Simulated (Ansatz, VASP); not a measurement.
## One calculation of ZnO, two programs

INCAR

```
PREC = Accurate
ENCUT = 600
EDIFF = 1E-6
ISMEAR = 0
SIGMA = 0.02
LREAL = F
LASPH = T
NELM = 120
ALGO = Normal
ISIF = 2
LWAVE = F
LCHARG = T
GGA = PE
LELF = T
LVHAR = T
NBANDS = 26
GGA_COMPAT = F
```

KPOINTS

```
Automatic mesh
0
Gamma
  9 9 4
```

POSCAR

```
ZnO
1.0
    3.2049459879      0.0000000000      0.0000000000
   -1.6024729939      2.7755646433      0.0000000000
    0.0000000000      0.0000000000      7.0573543262
Zn O
2 2
Direct
    0.0000000000      0.0000000000      0.7500000000
    0.0000000000      0.0000000000      0.2500000000
    0.3333333300      0.6666666700      0.2500000000
    0.6666666700      0.3333333300      0.7500000000
```

Input for Ansatz:

```yaml
crystal:
  lattice:
    - [3.2049459879, 0.0, 0.0]
    - [-1.6024729939, 2.7755646433, 0.0]
    - [0.0, 0.0, 7.0573543262]
  atoms:
    - { symbol: Zn, position: [0.0, 0.0, 0.75] }
    - { symbol: Zn, position: [0.0, 0.0, 0.25] }
    - { symbol: O, position: [0.33333333, 0.66666667, 0.25] }
    - { symbol: O, position: [0.66666667, 0.33333333, 0.75] }
basis:
  ecutwfc: 420
kpoints:
  mp_grid: { grid: [9, 9, 4] }
hamiltonian:
  xc: pbe
scf:
  occupations: { method: gaussian, width: 0.02 }
output:
  forces: true
  stress: true
  eigenvalues: true
```

Alike in both runs: task single point; functional PBE; k mesh 9 × 9 × 4; occupations gaussian, width 0.02 eV; no spin polarisation.

|  | VASP | Ansatz |
| --- | --- | --- |
| version | VASP 6.6.1 | Ansatz 0.2.0 |
| potentials or method | VASP PAW PBE potentials, release 64 (Zn, O), cutoff 600 eV | scalar-relativistic, plane waves, PAW |
| valence electrons in the cell | 36 | 36 |

|  | VASP | Ansatz | Ansatz less VASP |
| --- | --- | --- | --- |
| gap on the k mesh at the Fermi level (eV) | 0.83 | 0.83 | -0.007 |
| least direct gap on the mesh (eV) | 0.83 | 0.83 | -0.007 |
| pressure (GPa) | 8.0 | 7.1 | -0.88 |
| traceless stress, the component that is largest in VASP (GPa) | -7.77 | -6.72 | +1.044 |
